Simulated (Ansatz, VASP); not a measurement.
Given: the input of a run of Ansatz 0.2.0 on TaTl.

Contents of input.yaml:

```yaml
crystal:
  lattice:
    - [3.54028862, 0.0, 0.0]
    - [0.0, 3.54028862, 0.0]
    - [0.0, 0.0, 4.3746065618]
  atoms:
    - { symbol: Ta, position: [0.5, 0.5, 0.5] }
    - { symbol: Tl, position: [0.0, 0.0, 0.0] }
kpoints:
  mp_grid: { grid: [8, 8, 6] }
scf:
  occupations: { method: fermi_dirac, width: 0.05 }
hamiltonian:
  xc: pbe
  pseudopotentials: { kind: all_electron, lapw: { basis_error: 0.0005 } }
output:
  forces: true
  stress: true
  eigenvalues: true
```

Potentials or basis: all-electron LAPW, scalar-relativistic.

Run with:

```bash
$ ansatz run input.yaml --threads 1 --pin off --max-ram 3072MiB --backend cpu --events-out ev --progress --plain --runs-dir out
```

Set up the same calculation for VASP 6.6.1. Potentials there: VASP PAW PBE potentials, release 64 (Ta_pv, Tl_d).

As run (the cutoff follows the program's own potentials):

The input INCAR:

```
SYSTEM = TaTl
PREC     = Accurate       ! precision mode
ENCUT    = 520            ! plane-wave cutoff, eV
EDIFF    = 1E-6           ! SCF threshold, eV
ISMEAR   = -1             ! smearing method
SIGMA    = 0.05           ! smearing width, eV
LREAL    = .False.        ! projectors in reciprocal space
LASPH    = .True.         ! aspherical terms in the spheres
NELM     = 80             ! most SCF steps
ALGO     = Normal         ! electronic algorithm
ISIF     = 2              ! what is computed and relaxed
LWAVE    = .False.        ! write WAVECAR
LCHARG   = .False.        ! write CHGCAR
GGA      = PE             ! functional
NBANDS   = 19             ! bands
```

File KPOINTS:

```
regular mesh
0
Gamma
  8 8 6
  0 0 0
```

Contents of POSCAR:

```
TaTl
1.0
    3.5402886200      0.0000000000      0.0000000000
    0.0000000000      3.5402886200      0.0000000000
    0.0000000000      0.0000000000      4.3746065618
Ta Tl
1 1
Direct
    0.5000000000      0.5000000000      0.5000000000
    0.0000000000      0.0000000000      0.0000000000
```

Potentials or basis: VASP PAW PBE potentials, release 64 (Ta_pv, Tl_d).

Launch:

```sh
$ cat potpaw_PBE.64/Ta_pv/POTCAR potpaw_PBE.64/Tl_d/POTCAR > POTCAR
$ mpirun -np 1 vasp_std > vasp.out
```

Both were run:

|  | VASP | Ansatz | Ansatz less VASP |
| --- | --- | --- | --- |
| gap on the k mesh at the Fermi level (eV) | none | none | - |
| pressure (GPa) | -17.8 | -17.8 | +0.07 |
| traceless stress, the component that is largest in VASP (GPa) | 3.96 | 3.97 | +0.015 |

A gap of «none» marks a metal or a gap that the smearing closes. Ansatz ran all-electron here, and VASP with PAW potentials.

Spin-orbit coupling is off throughout.
